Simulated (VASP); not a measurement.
Wanted: the native input for a VASP 6.6.1 run.

```yaml
Task: single point
Functional: PBE
Potentials_or_basis: VASP PAW PBE potentials, release 64 (Au, C)
Cutoff: 520 eV
k_mesh: 9 × 9 × 1
Occupations: gaussian, width 0.1 eV
Spin: no spin polarisation
Dipole_correction: yes
Further_INCAR_settings: ALGO = Normal; EDIFF = 1e-06; NBANDS = 26
```

The structure of Au3C lies in POSCAR:

```
Au3C
1.0
    2.9402049748      0.0000000000      0.0000000000
   -1.4701024874      2.5462922005      0.0000000000
    0.0000000000      0.0000000000     21.8974947720
Au C
3 1
Direct
    0.6666666667      0.3333333333      0.1826692981
    0.3333333333      0.6666666667      0.2945190844
    0.0000000000      0.0000000000      0.4063247812
    0.4444444444     -0.4444444444      0.5830573271
```

The input as run:

INCAR

```
PREC = Accurate ; ENCUT = 520
EDIFF = 1E-6 ; ISMEAR = 0
SIGMA = 0.1 ; LREAL = F
LASPH = T ; NELM = 60
ALGO = Normal ; ISIF = 2
LWAVE = F ; LCHARG = F
LDIPOL = T ; IDIPOL = 3
DIPOL = 0.5 0.5 0.367 ; GGA = PE
NBANDS = 26
```

KPOINTS

```
regular mesh
0
Gamma
  9 9 1
```

Potentials or basis: VASP PAW PBE potentials, release 64 (Au, C).

Command:

```bash
$ cat potpaw_PBE.64/Au/POTCAR potpaw_PBE.64/C/POTCAR > POTCAR
$ mpirun -np 1 vasp_std > vasp.out
```

It gave:

The largest force is 0.143 eV/Å.

It took 94 s on 1 thread of Intel(R) Xeon(R) 6975P-C (Granite Rapids) (shared host), peak memory 0.34 GiB.
